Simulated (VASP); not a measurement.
Write the native input for VASP 6.6.1 that does the following.

```
Task                   : single point
Functional             : PBEsol
Potentials or basis    : VASP PAW PBE potentials, release 64 (C)
Cutoff                 : 520 eV
k mesh                 : 14 × 14 × 14
Occupations            : gaussian, width 0.05 eV
Spin                   : no spin polarisation
Dipole correction      : no
Further INCAR settings : ALGO = Normal; EDIFF = 1e-06; NBANDS = 11
```

The structure of C lies in POSCAR:

```
C
1.0
    0.0000000000      2.1270000000      3.3480000000
    1.2280000000      0.0000000000      3.3480000000
    1.2280000000      2.1270000000      0.0000000000
C
2
Direct
    0.2396829829      0.7603170171     -0.1058089297
    0.8333300000      0.1666700000      0.8333300000
```

This cell differs from its parent crystal: atom 1 (C) moved by (-0.600, +0.000) A along [1 1 0] and z.

One way to write it, as run:

INCAR

```
PREC = Accurate
ENCUT = 520
EDIFF = 1E-6
ISMEAR = 0
SIGMA = 0.05
LREAL = F
LASPH = T
NELM = 80
ALGO = Normal
ISIF = 2
LWAVE = F
LCHARG = F
GGA = PS
NBANDS = 11
```

KPOINTS

```
regular mesh
0
Gamma
  14 14 14
```

Potentials or basis: VASP PAW PBE potentials, release 64 (C).

Launch:

```bash
$ cat potpaw_PBE.64/C/POTCAR > POTCAR
$ mpirun -np 1 vasp_std > vasp.out
```

Results of the run:

```yaml
Pressure: 98.1 GPa
Largest_force: 23.098 eV/Å
Band_gap_on_the_k_mesh: zero (bands 4 and 5 overlap by 0.91 eV)
```

Caveat: the cell differs from its parent crystal (atom 1 (C) moved by (-0.600, +0.000) A along [1 1 0] and z); the stress differs along the axes, from 1 to 198 GPa; the PAW data sets were made with another functional, which shifts forces and pressure a little.

It took 100 s on 1 thread of AMD EPYC 9R45 96-Core Processor (Zen 5), with other jobs on the host, peak memory 0.19 GiB.
